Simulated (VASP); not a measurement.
Input of a VASP 6.6.1 run:

Contents of INCAR:

```
PREC = Accurate ; ENCUT = 520
EDIFF = 1E-7 ; ISMEAR = 0
SIGMA = 0.1 ; LREAL = F
LASPH = T ; NELM = 150
ALGO = Normal ; ISIF = 2
LWAVE = F ; LCHARG = F
ISPIN = 2 ; MAGMOM = 1 1 0 0
LORBIT = 11 ; LMAXMIX = 4
GGA = PE ; NBANDS = 30
```

KPOINTS

```
regular mesh
0
Gamma
  6 6 4
```

The input POSCAR:

```
NbSb
1.0
    3.5910358000      0.0000000000      0.0000000000
    0.0000000000      3.5910358000      0.0000000000
    0.0000000000      0.0000000000      6.5124536000
Nb Sb
2 2
Direct
    0.5000000000      0.0000000000      0.8698770000
    0.0000000000      0.5000000000      0.1301230000
    0.5000000000      0.0000000000      0.3293070000
    0.0000000000      0.5000000000      0.6706930000
```

Potentials or basis: VASP PAW PBE potentials, release 64 (Nb_sv, Sb).

Launch:

```sh
$ cat potpaw_PBE.64/Nb_sv/POTCAR potpaw_PBE.64/Sb/POTCAR > POTCAR
$ mpirun -np 1 vasp_std > vasp.out
```

Question: What does it give for the band gap on the k mesh?

Answer: Zero (filled and empty bands overlap).

Question: Estimate the net moment.

Answer: 0.00 μB per cell.

Question: Predict the pressure.

Answer: -0.2 GPa.

Forces in eV/Å, atoms in the order of the input:
```
Nb   0.000  0.000 -0.027
Nb   0.000  0.000  0.027
Sb   0.000  0.000 -0.059
Sb   0.000  0.000  0.059
```

Caveat: spin-orbit coupling is left out, which moves the levels of the heavy elements.
